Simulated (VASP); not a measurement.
# Ti (Fm-3m) in VASP: further runs, part 2 of 2

VASP 6.6.1. The steps go on from the part before.

## Step 3: Single point, LDA, collinear spin (16.97 Å³/atom)

INCAR

```
ALGO = Normal ; EDIFF = 1E-6
ENCUT = 520 ; GGA = CA
ISIF = 2 ; ISMEAR = 0
ISPIN = 2 ; LASPH = T
LCHARG = T ; LELF = T
LMAXMIX = 4 ; LORBIT = 11
LREAL = F ; LVHAR = T
LWAVE = F ; MAGMOM = 0.75
NBANDS = 16 ; NELM = 150
NUPDOWN = 0.75 ; PREC = Accurate
SIGMA = 0.15
```

KPOINTS

```
k-points
0
Gamma
  22 22 22
```

POSCAR

```
Ti
1.0
    0.0000000000      2.0397865982      2.0397865982
    2.0397865982      0.0000000000      2.0397865982
    2.0397865982      2.0397865982      0.0000000000
Ti
1
Direct
    0.0000000000      0.0000000000      0.0000000000
```

Potentials or basis: VASP PAW LDA potentials, release 64 (Ti_sv).

On the command line:

```sh
$ cat potpaw_LDA.64/Ti_sv/POTCAR > POTCAR
$ mpirun -np 1 vasp_std > vasp.out
```

OUTCAR:

```text
EDIFF = 1E-6
   ENCUT = 520
   GGA = CA
   ISIF = 2
   ISMEAR = 0
   ISPIN = 2
   LASPH = T
   LORBIT = 11
   LREAL = F
   NELM = 150
   NUPDOWN = 0.75
   PREC = Accurate

 ion  position               nearest neighbor table
   1  0.000  0.000  0.000-

  LATTYP: Found a face centered cubic cell.
 ALAT       =     4.0795731964

  Lattice vectors:

 A1 = (   0.0000000000,   2.0397865982,   2.0397865982)
 A2 = (   2.0397865982,   0.0000000000,   2.0397865982)
 A3 = (   2.0397865982,   2.0397865982,   0.0000000000)

Analysis of symmetry for initial positions (statically):
=====================================================================
 Subroutine PRICEL returns:
 Original cell was already a primitive cell.

 Routine SETGRP: Setting up the symmetry group for a
 face centered cubic supercell.

 Subroutine GETGRP returns: Found 48 space group operations
 (whereof 48 operations were pure point group operations)
 out of a pool of 48 trial point group operations.

The static configuration has the point symmetry O_h .

Analysis of symmetry for dynamics (positions and initial velocities):
=====================================================================
 Subroutine PRICEL returns:
 Original cell was already a primitive cell.

 Routine SETGRP: Setting up the symmetry group for a
 face centered cubic supercell.

 Subroutine GETGRP returns: Found 48 space group operations
 (whereof 48 operations were pure point group operations)
 out of a pool of 48 trial point group operations.

The dynamic configuration has the point symmetry O_h .

Analysis of structural, dynamic, and magnetic symmetry:
=====================================================================
 Subroutine PRICEL returns:
 Original cell was already a primitive cell.

 Routine SETGRP: Setting up the symmetry group for a
 face centered cubic supercell.

 Subroutine GETGRP returns: Found 48 space group operations
 (whereof 48 operations were pure point group operations)
 out of a pool of 48 trial point group operations.

The overall configuration has the point symmetry O_h .

 Subroutine INISYM returns: Found 48 space group operations
 (whereof 48 operations are pure point group operations),
 and found     1 'primitive' translations

----------------------------------------------------------------------------------------

                                     Primitive cell

  volume of cell :      16.9740

  direct lattice vectors                    reciprocal lattice vectors
     0.000000000  2.039786598  2.039786598    -0.245123681  0.245123681  0.245123681
     2.039786598  0.000000000  2.039786598     0.245123681 -0.245123681  0.245123681
     2.039786598  2.039786598  0.000000000     0.245123681  0.245123681 -0.245123681

  length of vectors
     2.884693872  2.884693872  2.884693872     0.424566670  0.424566670  0.424566670

  position of ions in fractional coordinates (direct lattice)
     0.000000000  0.000000000  0.000000000

  ion indices of the primitive-cell ions
   primitive index   ion index
                 1           1

----------------------------------------------------------------------------------------

 KPOINTS: k-points

Automatic generation of k-mesh.
 Grid dimensions read from file:
[... 53 lines left out ...]
   NGX,Y,Z   is equivalent  to a cutoff of  13.83, 13.83, 13.83 a.u.
   NGXF,Y,Z  is equivalent  to a cutoff of  27.66, 27.66, 27.66 a.u.
 SYSTEM =  unknown system
   PREC   = accura    normal or accurate (medium, high low for compatibility)
   ISTART =      0    job   : 0-new  1-cont  2-samecut
   ICHARG =      2    charge: 1-file 2-atom 10-const
   ISPIN  =      2    spin polarized calculation?
   LNONCOLLINEAR =      F non collinear calculations
   LSORBIT =      F    spin-orbit coupling
   LASPH  =      T    aspherical Exc in radial PAW
   ENCUT  =  520.0 eV  38.22 Ry    6.18 a.u.   5.36  5.36  5.36*2*pi/ulx,y,z
   NELM   =    150;   NELMIN=  2; NELMDL= -5     # of ELM steps
   EDIFF  = 0.1E-05   stopping-criterion for ELM
   LREAL  =      F    real-space projection
   EDIFFG = 0.1E-04   stopping-criterion for IOM
   NSW    =      0    number of steps for IOM
   IBRION =     -1    ionic relax: 0-MD 1-quasi-New 2-CG
   NFREE  =      0    steps in history (QN), initial steepest desc. (CG)
   ISIF   =      2    stress and relaxation
   ISYM   =      2    0-nonsym 1-usesym 2-fastsym
   POTIM  = 0.5000    time-step for ionic-motion
   TEBEG  =    0.0;   TEEND  =   0.0 temperature during run
   PSTRESS=    0.0 pullay stress
   NELECT =      12.0000    total number of electrons
   NUPDOWN=       0.7500    fix difference up-down
   EMIN   =  10.00;   EMAX   =-10.00  energy-range for DOS
   EFERMI =   0.00;   METHOD = LEGACY
   ISMEAR =     0;   SIGMA  =   0.15  broadening in eV -4-tet -1-fermi 0-gaus
   EFERMI_NEDOS =   21; number of points for ismear=-14 and -15
   IALGO  =     38    algorithm
   IMIX   =      4    mixing-type and parameters
     AMIX     =   0.40;   BMIX     =  1.00
     AMIX_MAG =   1.60;   BMIX_MAG =  1.00
  volume/ion in A,a.u.               =      16.97       114.55
  Fermi-wavevector in a.u.,A,eV,Ry     =   1.458391  2.755959 28.938273  2.126903
  Thomas-Fermi vector in A             =   2.575081
   LORBIT       =     11    0 simple, 1 ext, 2 COOP (PROOUT), +10 PAW based schemes
   GGA     = CA    functional components
   LHFCALC =     F    Hartree Fock is set to
   AEXX    =    0.0000 exact exchange contribution
   IVDW    =     0    specifies the selected vdW correction
   LEPSILON=     F    determine dielectric tensor
   LRPA    =     F    only Hartree local field effects (RPA)
 spin polarized calculation
 Gauss-broadening in eV      SIGMA  =   0.15
  energy-cutoff  :      520.00
  volume of cell :       16.97
 maximum number of plane-waves:       471
 NGX is ok and might be reduce to    24
   NGX = 11   NGY = 11   NGZ = 11

 number of electron      12.0000003 magnetization       0.7500000

 Free energy of the ion-electron system (eV)
  ---------------------------------------------------
  ext. energy  EPLUGINS =         0.00000000
  ---------------------------------------------------
  free energy    TOTEN  =        -8.41114918 eV

  energy without entropy =       -8.39366331  energy(sigma->0) =       -8.40240625

 E-fermi :   8.0149     XC(G=0): -11.8831

 val. band max:        8.4432527511   @ k =  -0.4091   0.1818   0.0000
 cond. band min:       8.0150564514   @ k =  -0.3182   0.2273   0.0000
 fundamental gap:     -0.4281962996
 Fermi energy:         8.4447337771

 spin component 1

 k-point     1 :       0.0000    0.0000    0.0000
  band No.  band energies     occupation
      1     -47.9257      1.00000
      2     -24.1272      1.00000
      3     -24.1272      1.00000
      4     -24.1272      1.00000
      5       1.9305      1.00000
      6       8.8756      0.00002
[... 435 lines left out ...]
      5       5.4007      1.00000
      6       8.5478      0.16553
[... 8 lines left out ...]
     15      30.8378      0.00000
     16      31.0130      0.00000

 [... further k-points ...]

 spin component 2

 k-point     1 :       0.0000    0.0000    0.0000
  band No.  band energies     occupation
      1     -47.4965      1.00000
      2     -23.6991      1.00000
      3     -23.6991      1.00000
      4     -23.6991      1.00000
      5       2.3990      1.00000
      6       9.3590      0.00000
[... 435 lines left out ...]
      5       5.8977      1.00000
      6       8.9739      0.00000
[... 8 lines left out ...]
     15      31.2722      0.00000
     16      31.4505      0.00000

 [... further k-points ...]

------------------------ aborting loop because EDIFF is reached ----------------------------------------

  FORCE on cell =-STRESS in cart. coord.  units (eV):
  Direction    XX          YY          ZZ          XY          YZ          ZX
  --------------------------------------------------------------------------------------
  -------------------------------------------------------------------------------------
  Total       -0.4920588     -0.4920588     -0.4920588     -0.0000000     -0.0000000      0.0000000
  in kB      -46.4454774    -46.4454774    -46.4454774     -0.0000000     -0.0000000      0.0000000
  external PRESSURE =     -46.4454774 kB  Pullay stress =       0.0000000 kB

 VOLUME and BASIS-vectors are now :
 -----------------------------------------------------------------------------
  energy-cutoff  :      520.00
  volume of cell :       16.97
      direct lattice vectors                 reciprocal lattice vectors
     0.000000000  2.039786598  2.039786598    -0.245123681  0.245123681  0.245123681
     2.039786598  0.000000000  2.039786598     0.245123681 -0.245123681  0.245123681
     2.039786598  2.039786598  0.000000000     0.245123681  0.245123681 -0.245123681

 POSITION                                       TOTAL-FORCE (eV/Angst)
 -----------------------------------------------------------------------------------
      0.00000      0.00000      0.00000         0.000000     -0.000000      0.000000
 -----------------------------------------------------------------------------------
    total drift:                                0.000000      0.000000     -0.000000

  FREE ENERGIE OF THE ION-ELECTRON SYSTEM (eV)
  ---------------------------------------------------
  free  energy   TOTEN  =        -8.4111491842 eV

  energy  without entropy=       -8.3936633121  energy(sigma->0) =       -8.40240625

 total charge

# of ion       s       p       d       tot
------------------------------------------
    1        2.256   6.119   1.940  10.315

 magnetization (x)

# of ion       s       p       d       tot
------------------------------------------
    1        0.005   0.052   0.466   0.523
```

stdout:

```text
POSCAR found type information on POSCAR Ti
 POSCAR found :  1 types and       1 ions
 scaLAPACK will be used
 LDA part: xc-table for (Slater(with rela. corr.)+CA(PZ))
 , standard interpolation
 POSCAR, INCAR and KPOINTS ok, starting setup
 FFT: planning ... GRIDC
 FFT: planning ... GRID_SOFT
 FFT: planning ... GRID
 WAVECAR not read
 entering main loop
```

It took 74 s on 1 thread of Intel Xeon 6975P-C (Granite Rapids), shared host; peak memory 0.23 GiB.

What came out:

```
Free energy                                           : -8.4111 eV
Pressure                                              : -4.6 GPa
Net moment                                            : 0.75 μB per cell
Site moments                                          : Ti +0.52 μB
Valence electrons inside the program's atomic spheres : Ti 10.31
```

Caveat: the cell stands under tension; the total moment is fixed, so each spin has its own Fermi level and the state may be an excited one.

## Step 4: Single point, LDA, collinear spin (16.97 Å³/atom)

INCAR

```
ALGO = Normal
EDIFF = 1E-6
ENCUT = 520
ISIF = 2
ISMEAR = 0
ISPIN = 2
LASPH = T
LCHARG = T
LELF = T
LMAXMIX = 4
LORBIT = 11
LREAL = F
LVHAR = T
LWAVE = F
MAGMOM = 0.5
NBANDS = 16
NELM = 150
NUPDOWN = 0.5
PREC = Accurate
SIGMA = 0.15
```

KPOINTS is that of step 3.

POSCAR is that of step 3.

On the command line:

```sh
$ cat potpaw_LDA.64/Ti_sv/POTCAR > POTCAR
$ mpirun -np 1 vasp_std > vasp.out
```

Wall time 75 s (1 thread of Intel Xeon 6975P-C (Granite Rapids), shared host); peak memory 0.23 GiB.

The run converged. Its results:

```
Free energy                                           : -8.4547 eV
Pressure                                              : -5.6 GPa
Net moment                                            : 0.50 μB per cell
Site moments                                          : Ti +0.35 μB
Valence electrons inside the program's atomic spheres : Ti 10.31
```

Caveat: the cell stands under tension; the total moment is fixed, so each spin has its own Fermi level and the state may be an excited one.

## Step 5: Overview

```tsv
fixed moment (μB)	pressure (GPa)	moment (μB)
1.0	-3.2	1.00
0.75	-4.6	0.75
0.5	-5.6	0.50
```

Alike in all rows: task single point; level LDA; potentials or basis VASP PAW LDA potentials, release 64 (Ti_sv); spin collinear; cell as given; k mesh 22 × 22 × 22; cutoff (eV) 520; smearing gaussian 0.15 eV.

Caveats: the cell stands under tension; the total moment is fixed, so each spin has its own Fermi level and the state may be an excited one.

Absolute energies hang on the potentials; compare differences alone.
